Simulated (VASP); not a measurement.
Runs of VASP 6.6.1 on Sb. The structure is that of space group Pm-3m (No. 221), or close to it. The cells are those of the table. 

```csv
cell,gap on the mesh (eV),pressure (GPa)
"a = 3.160, b = 3.160, c = 3.318 Å, 1 atom",none,-5.3
"a = 3.318, b = 3.318, c = 3.081 Å, 1 atom",none,-5.9
"a = 3.318, b = 3.318, c = 3.160 Å, 1 atom",none,(a)
"a = 3.239, b = 3.239, c = 3.318 Å, 1 atom",none,-7.0
"a = 3.239, b = 3.239, c = 3.160 Å, 1 atom",none,(b)
"a = 3.318, b = 3.318, c = 3.239 Å, 1 atom",none,-7.5
```

Alike in all rows: task single point; level r2SCAN; potentials or basis VASP PAW PBE potentials, release 64 (Sb); no spin polarisation; k mesh 16 × 16 × 16; cutoff (eV) 520; smearing gaussian 0.15 eV.

**Question.** Fill in the values left out.

**Answer.** (a) -6.8; (b) -5.6.

Caveats: the cell stands under tension; the PAW data sets were made with another functional, which shifts forces and pressure a little; spin-orbit coupling is left out, which moves the levels of the heavy elements.

A k mesh can miss the band edges, and the runs leave out spin-orbit coupling on Sb.

A gap of «none» marks levels without a gap at the run's occupations.
